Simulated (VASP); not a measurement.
Wanted: the native input for a VASP 6.6.1 run.

- Task: single point
- Functional: PBE
- Potentials or basis: VASP PAW PBE potentials, release 64 (W_sv)
- Cutoff: 520 eV
- k mesh: 18 × 18 × 18
- Occupations: gaussian, width 0.05 eV
- Spin: no spin polarisation
- Dipole correction: no
- Further INCAR settings: ALGO = Fast; EDIFF = 1e-06; NBANDS = 13

The structure of W lies in POSCAR:

```
W
1.0
    0.0000000000      2.0185646103      2.0185646103
    2.0185646103      0.0000000000      2.0185646103
    2.0185646103      2.0185646103      0.0000000000
W
1
Direct
    0.0000000000      0.0000000000      0.0000000000
```

These files were run (other wordings do the same):

INCAR

```
PREC = Accurate
ENCUT = 520
EDIFF = 1E-6
ISMEAR = 0
SIGMA = 0.05
LREAL = F
LASPH = T
NELM = 60
ALGO = Fast
ISIF = 2
LWAVE = F
LCHARG = F
GGA = PE
NBANDS = 13
```

KPOINTS

```
Automatic mesh
0
Gamma
  18 18 18
```

Potentials or basis: VASP PAW PBE potentials, release 64 (W_sv).

Command:

```console
$ cat potpaw_PBE.64/W_sv/POTCAR > POTCAR
$ mpirun -np 1 vasp_std > vasp.out
```

It gave:

The pressure is 0.5 GPa. The band gap on the k mesh is zero (band 7 reaches 13.49 eV, above the bottom of band 8 at 9.90 eV).

Caveat: spin-orbit coupling is left out, which moves the levels of the heavy elements.

Run time: 24 s on 1 thread of Intel Xeon 6975P-C, with other jobs on the host, peak memory 0.17 GiB.
